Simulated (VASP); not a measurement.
TiO2: single point with PBE

TiO2:

```
CELL_PARAMETERS angstrom
3.90635 0.00000 0.00000
0.00000 3.90635 0.00000
0.00000 0.00000 9.82173
ATOMIC_POSITIONS crystal
Ti 0.03983 0.95515 0.02166
Ti 0.10058 0.49673 0.28074
Ti 0.56319 0.50794 0.52062
Ti 0.50461 0.06630 0.77727
O 0.99107 0.94504 0.23907
O 0.10596 0.52599 0.47634
O 0.09797 0.47804 0.08415
O 0.03804 0.04280 0.81919
O 0.59260 0.53623 0.73100
O 0.53848 0.01482 0.98852
O 0.56769 0.03041 0.56796
O 0.61635 0.44973 0.32256
```

```json
{
  "Program": "VASP 6.6.1",
  "Task": "single point",
  "Functional": "PBE",
  "Potentials or basis": "VASP PAW PBE potentials, release 64 (Ti_sv, O)",
  "Cutoff": "520 eV",
  "k mesh": "3 × 3 × 1",
  "Occupations": "fermi-dirac, width 0.17 eV",
  "Spin": "no spin polarisation",
  "Dipole correction": "no",
  "Further INCAR settings": "ALGO = Normal; EDIFF = 1e-06; NBANDS = 60"
}
```

```json
{"Pressure": "-9.0 GPa", "Largest force": "2.003 eV/Å", "Band gap on the k mesh": "2.01 eV, indirect (least direct gap 2.22 eV)"}
```

Forces on the atoms (eV/Å):
```
Ti   0.074  0.113  1.854
Ti  -0.488  0.024 -0.755
Ti   0.677 -0.151  0.041
Ti   1.084  0.104 -0.905
O    1.511  1.015 -0.835
O   -0.268  0.180  1.157
O   -0.372 -0.136 -1.786
O    0.380 -0.300  0.501
O   -0.969 -0.508  0.391
O    0.318 -0.527 -0.848
O   -0.184  0.065  0.719
O   -1.763  0.120  0.465
```

Stress tensor (GPa, compression positive):
```
 -7.60  -0.03   0.28
 -0.03 -12.11   1.32
  0.28   1.32  -7.36
```

Levels at points of the mesh, in eV from the valence-band top:
```csv
k point,band 45,band 46,band 47,band 48,band 49,band 50,band 51,band 52
"(0.00, 0.00, 0.00)",-0.73,-0.56,-0.40,-0.22,2.01,2.20,2.59,2.97
```

Wall time 120 s on 1 thread of Intel(R) Xeon(R) Platinum 8375C CPU @ 2.90GHz (Ice Lake) (shared host), peak memory 0.24 GiB.

Caveat: the k points lie up to 0.64 Å⁻¹ apart; forces of over 1 eV/Å act on the atoms, so gaps and moduli don't describe the material at rest. A k mesh can miss the band edges.
